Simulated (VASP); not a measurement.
Set up this calculation in VASP 6.6.1, as the native input.

```yaml
Task: single point
Functional: LDA
Potentials_or_basis: VASP PAW LDA potentials, release 64 (Ta_pv, Mo_sv)
Cutoff: 520 eV
k_mesh: 10 × 10 × 14
Occupations: gaussian, width 0.1 eV
Spin: no spin polarisation
Dipole_correction: no
Further_INCAR_settings: ALGO = Fast; EDIFF = 1e-06; NBANDS = 34
```

The structure of TaMo3 lies in POSCAR:

```
TaMo3
1.0
    4.5182802070      0.0000000000      0.0000000000
    0.0000000000      4.5182802070      0.0000000000
    0.0000000000      0.0000000000      3.1961308171
Ta Mo
1 3
Direct
    0.5000000000      0.5000000000      0.0000000000
    0.0000000000      0.0000000000      0.0000000000
    0.5000000000      0.0000000000      0.5000000000
    0.0000000000      0.5000000000      0.5000000000
```

The input as run:

INCAR

```
PREC = Accurate ; ENCUT = 520
EDIFF = 1E-6 ; ISMEAR = 0
SIGMA = 0.1 ; LREAL = False
LASPH = True ; NELM = 80
ALGO = Fast ; ISIF = 2
LWAVE = False ; LCHARG = False
GGA = CA ; NBANDS = 34
```

KPOINTS

```
regular mesh
0
Gamma
  10 10 14
```

Potentials or basis: VASP PAW LDA potentials, release 64 (Ta_pv, Mo_sv).

Run with:

```sh
$ cat potpaw_LDA.64/Ta_pv/POTCAR potpaw_LDA.64/Mo_sv/POTCAR > POTCAR
$ mpirun -np 1 vasp_std > vasp.out
```

Results of the run:

- Pressure: -11.4 GPa

It took 3.8 min on 1 thread of Intel(R) Xeon(R) Platinum 8375C CPU @ 2.90GHz (Ice Lake), on a shared host, peak memory 0.39 GiB.
